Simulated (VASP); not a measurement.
# Co (P6_3/mmc) in VASP: settings compared

Co is run at these levels: SVWN5, PBE+D3(BJ); tasks: single point.

Everything below comes from runs of VASP 6.6.1. Logs are shortened: lines on timing, memory, paths and dates and some standing lists are left out, and cuts for length are marked.

**1. The cell of the first run**

Symmetry: P6_3/mmc, No. 194, hexagonal system. Conventional cell: a = 2.503 Å, b = 2.503 Å, c = 8.195 Å, α = 90.00°, β = 90.00°, γ = 120.00°. Co (site symmetry -6m2) has 12 Co at 2.50 to 2.51 Å within 3.3 Å. Within 3.3 Å of Co (site symmetry -3m) lie 12 Co at 2.50 to 2.51 Å.

**2. Single point, SVWN5, collinear spin, ferromagnetic start**

INCAR

```
SYSTEM = Co
PREC     = Accurate       ! precision mode
ENCUT    = 520            ! plane-wave cutoff, eV
EDIFF    = 1E-6           ! SCF threshold, eV
ISMEAR   = -1             ! smearing method
SIGMA    = 0.05           ! smearing width, eV
LREAL    = .FALSE.        ! projectors in reciprocal space
LASPH    = .TRUE.         ! aspherical terms in the spheres
NELM     = 150            ! most SCF steps
ALGO     = Normal         ! electronic algorithm
ISIF     = 2              ! what is computed and relaxed
LWAVE    = .FALSE.        ! write WAVECAR
LCHARG   = .FALSE.        ! write CHGCAR
ISPIN    = 2              ! spin polarisation
MAGMOM   = 2 2 2 2        ! initial moments
LORBIT   = 11             ! projections on sites
LMAXMIX  = 4              ! l up to which the mixer works
GGA      = VW             ! functional
NBANDS   = 30             ! bands
```

KPOINTS

```
regular mesh
0
G
  12 12 4
  0 0 0
```

POSCAR

```
Co
1.0
    2.5030729010      0.0000000000      0.0000000000
   -1.2515364506      2.1677247198      0.0000000000
    0.0000000000      0.0000000000      8.1946701348
Co
4
Direct
    0.6666666667      0.3333333333      0.7500000000
    0.0000000000      0.0000000000      0.5000000000
    0.3333333333      0.6666666667      0.2500000000
    0.0000000000      0.0000000000      0.0000000000
```

Potentials or basis: VASP PAW PBE potentials, release 64 (Co).

On the command line:

```
$ cat potpaw_PBE.64/Co/POTCAR > POTCAR
$ mpirun -np 1 vasp_std > vasp.out
```

OUTCAR:

```text
SYSTEM = Co
   PREC = Accurate
   ENCUT = 520
   EDIFF = 1E-6
   ISMEAR = -1
   LREAL = .FALSE.
   LASPH = .TRUE.
   NELM = 150
   ISIF = 2
   ISPIN = 2
   LORBIT = 11
   GGA = VW

 ion  position               nearest neighbor table
   1  0.667  0.333  0.750-   2 2.51   4 2.51   2 2.51   4 2.51   2 2.51   4 2.51
   2  0.000  0.000  0.500-   1 2.51   3 2.51   1 2.51   3 2.51   1 2.51   3 2.51
   3  0.333  0.667  0.250-   2 2.51   4 2.51   2 2.51   4 2.51   2 2.51   4 2.51
   4  0.000  0.000  0.000-   1 2.51   3 2.51   1 2.51   3 2.51   1 2.51   3 2.51

  LATTYP: Found a hexagonal cell.
 ALAT       =     2.5030729010
 C/A-ratio  =     3.2738439746

  Lattice vectors:

 A1 = (   2.5030729010,   0.0000000000,   0.0000000000)
 A2 = (  -1.2515364506,   2.1677247198,   0.0000000000)
 A3 = (   0.0000000000,   0.0000000000,   8.1946701348)

Analysis of symmetry for initial positions (statically):
=====================================================================
 Subroutine PRICEL returns:
 Original cell was already a primitive cell.

 Routine SETGRP: Setting up the symmetry group for a
 hexagonal supercell.

 Subroutine GETGRP returns: Found 24 space group operations
 (whereof 12 operations were pure point group operations)
 out of a pool of 24 trial point group operations.

The static configuration has the point symmetry D_3d.
 The point group associated with its full space group is D_6h.

Analysis of symmetry for dynamics (positions and initial velocities):
=====================================================================
 Subroutine PRICEL returns:
 Original cell was already a primitive cell.

 Routine SETGRP: Setting up the symmetry group for a
 hexagonal supercell.

 Subroutine GETGRP returns: Found 24 space group operations
 (whereof 12 operations were pure point group operations)
 out of a pool of 24 trial point group operations.

The dynamic configuration has the point symmetry D_3d.
 The point group associated with its full space group is D_6h.

Analysis of structural, dynamic, and magnetic symmetry:
=====================================================================
 Subroutine PRICEL returns:
 Original cell was already a primitive cell.

 Routine SETGRP: Setting up the symmetry group for a
 hexagonal supercell.

 Subroutine GETGRP returns: Found 24 space group operations
 (whereof 12 operations were pure point group operations)
 out of a pool of 24 trial point group operations.

The overall configuration has the point symmetry D_3d.
 The point group associated with its full space group is D_6h.

[... 128 lines left out ...]
   LHFCALC =     F    Hartree Fock is set to
   AEXX    =    0.0000 exact exchange contribution
   IVDW    =     0    specifies the selected vdW correction
   LEPSILON=     F    determine dielectric tensor
   LRPA    =     F    only Hartree local field effects (RPA)
 spin polarized calculation
  energy-cutoff  :      520.00
  volume of cell :       44.46
 maximum number of plane-waves:      1218
 NGX is ok and might be reduce to    20
   NGX =  9   NGY =  9   NGZ = 31

 number of electron      36.0000021 magnetization       6.0401217

 Free energy of the ion-electron system (eV)
  ---------------------------------------------------
  ext. energy  EPLUGINS =         0.00000000
  ---------------------------------------------------
  free energy    TOTEN  =        57.73636565 eV

  energy without entropy =       57.77535923  energy(sigma->0) =       57.75586244

 E-fermi :   9.4266     XC(G=0): -13.5961

 val. band max:        9.4248628774   @ k =   0.0833   0.0833   0.5000
 cond. band min:       9.4269927266   @ k =   0.2500   0.1667   0.0000
 fundamental gap:      0.0021298492
 Fermi energy:         9.4266139137

 spin component 1

 k-point     1 :       0.0000    0.0000    0.0000
  band No.  band energies     occupation
      1       0.6359      1.00000
      2       2.8177      1.00000
      3       2.8324      1.00000
      4       4.5575      1.00000
      5       6.7433      1.00000
      6       6.7699      1.00000
[... 781 lines left out ...]
     29      23.8660      0.00000
     30      24.7272      0.00000

 [... further k-points ...]

 spin component 2

 k-point     1 :       0.0000    0.0000    0.0000
  band No.  band energies     occupation
      1       0.8330      1.00000
      2       3.0627      1.00000
      3       3.0701      1.00000
      4       5.3220      1.00000
      5       7.7957      1.00000
      6       7.8323      1.00000
[... 781 lines left out ...]
     29      24.3109      0.00000
     30      25.2052      0.00000

 [... further k-points ...]

------------------------ aborting loop because EDIFF is reached ----------------------------------------

  FORCE on cell =-STRESS in cart. coord.  units (eV):
  Direction    XX          YY          ZZ          XY          YZ          ZX
  --------------------------------------------------------------------------------------
  -------------------------------------------------------------------------------------
  Total       -6.3914403     -6.3914403     -7.0904848      0.0000000     -0.0000000      0.0000000
  in kB     -230.3033274   -230.3033274   -255.4920586      0.0000000     -0.0000000      0.0000000
  external PRESSURE =    -238.6995712 kB  Pullay stress =       0.0000000 kB

 VOLUME and BASIS-vectors are now :
 -----------------------------------------------------------------------------
  energy-cutoff  :      520.00
  volume of cell :       44.46
      direct lattice vectors                 reciprocal lattice vectors
     2.503072901  0.000000000  0.000000000     0.399508939  0.230656594  0.000000000
    -1.251536451  2.167724720  0.000000000     0.000000000  0.461313187  0.000000000
     0.000000000  0.000000000  8.194670135     0.000000000  0.000000000  0.122030537

 POSITION                                       TOTAL-FORCE (eV/Angst)
 -----------------------------------------------------------------------------------
      1.25154      0.72257      6.14600         0.000000      0.000000      0.000000
      0.00000      0.00000      4.09734         0.000000      0.000000      0.000000
     -0.00000      1.44515      2.04867        -0.000000     -0.000000     -0.000000
      0.00000      0.00000      0.00000         0.000000      0.000000      0.000000
 -----------------------------------------------------------------------------------
    total drift:                                0.000000     -0.000000      0.000000

  FREE ENERGIE OF THE ION-ELECTRON SYSTEM (eV)
  ---------------------------------------------------
  free  energy   TOTEN  =        57.7363656462 eV

  energy  without entropy=       57.7753592331  energy(sigma->0) =       57.75586244

 total charge

# of ion       s       p       d       tot
------------------------------------------
    1        0.473   0.493   7.264   8.230
    2        0.473   0.491   7.270   8.234
    3        0.473   0.493   7.264   8.230
    4        0.473   0.491   7.270   8.234
--------------------------------------------------
tot          1.891   1.968  29.068  32.927

 magnetization (x)

# of ion       s       p       d       tot
------------------------------------------
    1       -0.010  -0.030   1.561   1.521
    2       -0.011  -0.028   1.542   1.504
    3       -0.010  -0.030   1.561   1.521
    4       -0.011  -0.028   1.542   1.504
--------------------------------------------------
tot         -0.042  -0.116   6.207   6.050
```

OSZICAR:

```text
N       E                     dE             d eps       ncg     rms          rms(c)
DAV:   1     0.324761264240E+03    0.32476E+03   -0.15518E+04  6928   0.161E+03
DAV:   2     0.672346431183E+02   -0.25753E+03   -0.24028E+03  6846   0.309E+02
[... 12 lines left out ...]
DAV:  15     0.577362559212E+02    0.23964E-03   -0.14047E-05  9332   0.389E-02    0.212E-02
DAV:  16     0.577365120434E+02    0.25612E-03   -0.73288E-06  6206   0.475E-02    0.601E-03
DAV:  17     0.577363966019E+02   -0.11544E-03   -0.50923E-07  3848   0.781E-03    0.405E-03
DAV:  18     0.577363736005E+02   -0.23001E-04   -0.23599E-07  3750   0.837E-03    0.912E-04
DAV:  19     0.577363650317E+02   -0.85689E-05   -0.37096E-08  3678   0.163E-03    0.451E-04
DAV:  20     0.577363656462E+02    0.61451E-06   -0.10578E-08  3672   0.930E-04
   1 F= 0.57736366E+02 E0= 0.57755862E+02  d E =-.389936E-01  mag=     6.0401
```

stdout:

```text
POSCAR found type information on POSCAR Co
 POSCAR found :  1 types and       4 ions
 scaLAPACK will be used
 -----------------------------------------------------------------------------
|                                                                             |
|                                                                             |
|     You enforced a specific xc type in the INCAR file but a different       |
|     I HOPE YOU KNOW WHAT YOU ARE DOING!                                     |
|                                                                             |
 -----------------------------------------------------------------------------

 LDA part: xc-table for (Slater(with rela. corr.)+VWN5), standard interpolation
 POSCAR, INCAR and KPOINTS ok, starting setup
 FFT: planning ... GRIDC
 FFT: planning ... GRID_SOFT
 FFT: planning ... GRID
 WAVECAR not read
 entering main loop
```

Run time: 84 s. Hardware: 1 thread of Intel Xeon 6975P-C (Granite Rapids), shared host; peak memory 0.22 GiB.

Results:

```yaml
Free_energy: 57.7364 eV
Pressure: -23.9 GPa
Net_moment: 6.04 μB per cell
Site_moments: Co +1.52, +1.50 μB
Valence_electrons_inside_the_program's_atomic_spheres: Co 8.23
```

Caveat: the PAW data sets were made with another functional, which shifts forces and pressure a little.

**3. Single point, SVWN5, collinear spin, ferromagnetic start**

This run uses another cell than the first one, of 11.33 Å³/atom, 1.019 times its volume.

INCAR

```
ALGO = Normal
EDIFF = 1E-7
ENCUT = 520
GGA = VW
ISIF = 2
ISMEAR = -1
ISPIN = 2
LASPH = T
LCHARG = F
LMAXMIX = 4
LORBIT = 11
LREAL = F
LWAVE = F
MAGMOM = 2 2 2 2
NBANDS = 30
NELM = 150
PREC = Accurate
SIGMA = 0.05
```

KPOINTS

```
k-points
0
Gamma
  12 12 4
```

POSCAR

```
Co
1.0
    2.5190164704      0.0000000000      0.0000000000
   -1.2595082352      2.1815322559      0.0000000000
    0.0000000000      0.0000000000      8.2468668932
Co
4
Direct
    0.6666666667      0.3333333333      0.7500000000
    0.0000000000      0.0000000000      0.5000000000
    0.3333333333      0.6666666667      0.2500000000
    0.0000000000      0.0000000000      0.0000000000
```

Potentials or basis: VASP PAW PBE potentials, release 64 (Co).

On the command line:

```
$ cat potpaw_PBE.64/Co/POTCAR > POTCAR
$ mpirun -np 1 vasp_std > vasp.out
```

It took 1.7 min on 1 thread of Intel Xeon 6975P-C (Granite Rapids), shared host; peak memory 0.23 GiB.

It converged, with:

```yaml
Free_energy: 57.8744 eV
Pressure: -26.6 GPa
Net_moment: 6.11 μB per cell
Site_moments: Co +1.54, +1.52 μB
Valence_electrons_inside_the_program's_atomic_spheres: Co 8.20
```

Stress tensor (GPa, compression positive):
```
-25.77   0.00   0.00
  0.00 -25.77   0.00
  0.00   0.00 -28.25
```

Levels at points of the mesh, in eV from the Fermi level:
Spin up:
```tsv
k point	band 19	band 20	band 21	band 22	band 23	band 24
(0.00, 0.00, 0.00)	-1.12	-0.85	-0.85	-0.48	-0.48	-0.18
(0.50, 0.00, 0.00)	-0.26	-0.24	0.37	1.41	2.49	3.05
(0.00, 0.00, 0.50)	-1.27	-1.27	-0.64	-0.64	-0.64	-0.64
(0.50, 0.00, 0.50)	-0.27	-0.27	1.34	1.34	2.77	2.77
```
Spin down:
```tsv
k point	band 10	band 11	band 12	band 13	band 14	band 15	band 16	band 17	band 18	band 19
(0.00, 0.00, 0.00)	-1.10	-1.10	-0.84	-0.84	-0.79	-0.79	-0.04	-0.04	-0.01	0.30
(0.50, 0.00, 0.00)	-1.10	-0.78	-0.14	-0.13	0.73	1.02	1.02	1.05	1.08	1.15
(0.00, 0.00, 0.50)	-1.03	-1.03	-1.03	-0.92	-0.92	-0.92	-0.92	0.13	0.13	0.13
(0.50, 0.00, 0.50)	-0.84	-0.72	-0.72	-0.19	-0.19	0.68	0.68	1.04	1.04	1.15
```

Caveat: the PAW data sets were made with another functional, which shifts forces and pressure a little.

**4. Single point, PBE+D3(BJ), collinear spin, ferromagnetic start**

This run uses another cell than the first one, of 11.33 Å³/atom, 1.019 times its volume.

INCAR

```
PREC = Accurate ; ENCUT = 520
EDIFF = 1E-6 ; ISMEAR = -1
SIGMA = 0.05 ; LREAL = False
LASPH = True ; NELM = 150
ALGO = Fast ; ISIF = 2
LWAVE = False ; LCHARG = True
ISPIN = 2 ; MAGMOM = 2 2 2 2
LORBIT = 11 ; LMAXMIX = 4
GGA = PE ; IVDW = 12
LELF = True ; LVHAR = True
NBANDS = 30
```

KPOINTS

```
regular mesh
0
Gamma
  12 12 4
```

POSCAR is that of step 3.

On the command line:

```
$ cat potpaw_PBE.64/Co/POTCAR > POTCAR
$ mpirun -np 1 vasp_std > vasp.out
```

Run time: 2.8 min. Hardware: 1 thread of Intel Xeon 6975P-C, shared host; peak memory 0.26 GiB.

The run converged. Its results:

```
Free energy                                           : -29.6767 eV
Pressure                                              : -13.5 GPa
Net moment                                            : 6.76 μB per cell
Site moments                                          : Co +1.72, +1.71 μB
Valence electrons inside the program's atomic spheres : Co 8.19
Dispersion energy per atom                            : -0.399 eV
```

Stress tensor (GPa, compression positive):
```
-12.46   0.00   0.00
  0.00 -12.46   0.00
  0.00   0.00 -15.53
```

Levels at points of the mesh, in eV from the Fermi level:
Spin up:
```tsv
k point	band 19	band 20	band 21	band 22	band 23	band 24	band 25	band 26
(0.00, 0.00, 0.00)	-1.57	-1.28	-1.28	-0.92	-0.92	-0.25	5.73	14.15
(0.50, 0.00, 0.00)	-0.68	-0.66	0.26	1.32	2.26	2.87	6.53	6.55
(0.00, 0.00, 0.50)	-1.71	-1.71	-1.07	-1.07	-1.07	-1.07	8.70	8.70
(0.50, 0.00, 0.50)	-0.70	-0.70	1.11	1.11	2.61	2.61	6.90	6.90
```
Spin down:
```tsv
k point	band 10	band 11	band 12	band 13	band 14	band 15	band 16	band 17	band 18	band 19
(0.00, 0.00, 0.00)	-1.01	-1.01	-0.75	-0.75	-0.72	-0.72	-0.31	0.10	0.10	0.41
(0.50, 0.00, 0.00)	-1.01	-0.73	-0.06	-0.02	0.50	1.14	1.16	1.17	1.19	1.22
(0.00, 0.00, 0.50)	-0.93	-0.93	-0.93	-0.84	-0.84	-0.84	-0.84	0.26	0.26	0.26
(0.50, 0.00, 0.50)	-0.78	-0.75	-0.75	-0.21	-0.21	0.79	0.79	1.15	1.15	1.24
```

Caveat: pairwise dispersion overbinds metals, which lowers pressure and volume.

**5. Overview**

```tsv
level	cell	gap on the mesh (eV)	pressure (GPa)	moment (μB)
SVWN5	a = 2.503, b = 2.503, c = 8.195 Å, angles 90.0, 90.0, 120.0°, 4 atoms	none	-23.9	6.04
SVWN5	a = 2.519, b = 2.519, c = 8.247 Å, angles 90.0, 90.0, 120.0°, 4 atoms	none	-26.6	6.11
PBE+D3(BJ)	a = 2.519, b = 2.519, c = 8.247 Å, angles 90.0, 90.0, 120.0°, 4 atoms	none	-13.5	6.76
```

Alike in all rows: task single point; potentials or basis VASP PAW PBE potentials, release 64 (Co); spin collinear, ferromagnetic start; k mesh 12 × 12 × 4; cutoff (eV) 520; smearing fermi-dirac 0.05 eV.

Caveats: the PAW data sets were made with another functional, which shifts forces and pressure a little (some runs); pairwise dispersion overbinds metals, which lowers pressure and volume (some runs).

Absolute energies hang on the potentials; compare differences alone.
